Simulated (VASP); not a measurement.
## Os: relaxation of cell and atoms with LDA

The system is Os.

```
Os
1.0
     2.49000    0.00000    0.00000
     0.00000    2.49000    0.00000
     0.00000    0.00000    2.49000
Os
1
Direct
  0.00000 0.00000 0.00000
```

This isn't the form of Os at room conditions, which is hcp.

```json
{
 "Program": "VASP 6.6.1",
 "Task": "relaxation of cell and atoms",
 "Functional": "LDA",
 "Potentials or basis": "VASP PAW LDA potentials, release 64 (Os)",
 "Cutoff": "600 eV",
 "k mesh": "19 × 19 × 19",
 "Occupations": "fermi-dirac, width 0.05 eV",
 "Spin": "no spin polarisation",
 "Dipole correction": "no",
 "Further INCAR settings": "ALGO = Normal; EDIFF = 1e-07; IBRION = 2; EDIFFG = -0.01; NSW = 60; ISIF = 3"
}
```

- Relaxed volume: 15.94 Å³/atom
- Relaxed cell: a = 2.517 Å, b = 2.517 Å, c = 2.517 Å, α = 90.00°, β = 90.00°, γ = 90.00°
- Space group after relaxing (to 0.1 Å): Pm-3m (No. 221)
- Energy gained by relaxing: 16.7 meV/atom
- Ionic steps: 4
- Pressure after relaxing: 0.0 GPa
- Band gap on the k mesh: zero (bands 4 and 5 overlap by 6.24 eV)

Step by step:
```tsv
step	energy change (eV)	largest force (eV/Å)	pressure (GPa)	volume (Å³)
1	0.0000	0.0000	10.91	15.44
2	0.1746	0.0000	-27.86	17.91
3	-0.0166	0.0000	-0.53	15.97
4	-0.0167	0.0000	-0.02	15.94
```

Final structure:
```xyz
1
Lattice="2.5169 0.0000 0.0000 0.0000 2.5169 0.0000 0.0000 0.0000 2.5169" Properties=species:S:1:pos:R:3 pbc="T T T"
Os    0.0000    0.0000    0.0000
```

Levels at points of the mesh, in eV from the Fermi level:
```
           k point  band 1  band 2  band 3  band 4  band 5  band 6  band 7  band 8
(0.00, 0.00, 0.00)   -9.78   -6.32   -6.32    2.43    2.43    2.43   15.85   15.85
```

Run time: 87 s on 1 thread of Intel Xeon 8259CL, with other jobs on the host, peak memory 0.16 GiB.

Caveat: spin-orbit coupling is left out, which moves the levels of the heavy elements.
